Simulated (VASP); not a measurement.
Here is a VASP 6.6.1 calculation.

The input INCAR:

```
SYSTEM = Si
PREC     = Accurate       ! precision mode
ENCUT    = 520            ! plane-wave cutoff, eV
EDIFF    = 1E-6           ! SCF threshold, eV
ISMEAR   = 0              ! smearing method
SIGMA    = 0.05           ! smearing width, eV
LREAL    = .False.        ! projectors in reciprocal space
LASPH    = .True.         ! aspherical terms in the spheres
NELM     = 100            ! most SCF steps
ALGO     = Fast           ! electronic algorithm
ISIF     = 2              ! what is computed and relaxed
LWAVE    = .False.        ! write WAVECAR
LCHARG   = .False.        ! write CHGCAR
GGA      = PS             ! functional
ISYM     = 0            
NBANDS   = 36             ! bands
```

KPOINTS

```
regular mesh
0
Gamma
  6 9 3
  0 0 0
```

POSCAR

```
Si
1.0
    5.4328540087      0.0000000000      0.0000000000
    0.0000000000      2.7164270044     -2.7164270044
    1.3582135022      9.5074945153      6.7910675109
Si
12
Direct
    0.4375041667     -0.1249916667      0.2499833333
   -0.1041625000      0.2916750000      0.4166500000
    0.3541708333     -0.2916583333      0.5833166667
   -0.1874958333      0.1250083333      0.7499833333
    0.2708375000     -0.4583250000      0.9166500000
   -0.0208291667      0.4583416667      0.0833166667
    0.6458375000     -0.2083250000      0.4166500000
    0.1041708333      0.2083416667      0.5833166667
    0.5625041667     -0.3749916667      0.7499833333
    0.0208375000      0.0416750000      0.9166500000
    0.7291708333     -0.0416583333      0.0833166667
    0.1875041667      0.3750083333      0.2499833333
```

Potentials or basis: VASP PAW PBE potentials, release 64 (Si).

Command:

```console
$ cat potpaw_PBE.64/Si/POTCAR > POTCAR
$ mpirun -np 1 vasp_std > vasp.out
```

Problem. Predict the pressure.

Solution. 0.7 GPa.

Problem. What does it give for the largest force?

Solution. 1.784 eV/Å.

Problem. Predict the band gap on the k mesh.

Solution. Zero (bands 24 and 25 overlap by 0.78 eV).

Forces on the atoms (eV/Å):
```
Si  -0.321  0.059  0.063
Si   0.089 -0.005 -0.004
Si  -0.231  0.072  0.071
Si  -0.056  0.047  0.044
Si   0.015  0.104  0.109
Si   0.520  1.204  1.209
Si   0.231 -0.072 -0.071
Si  -0.089  0.005  0.004
Si   0.321 -0.059 -0.063
Si  -0.520 -1.204 -1.209
Si  -0.015 -0.104 -0.109
Si   0.056 -0.047 -0.044
```

Caveat: the cell differs from its parent crystal (the part above a cut slid along it); semilocal functionals underestimate gaps, and a narrow one can read as zero; the PAW data sets were made with another functional, which shifts forces and pressure a little.
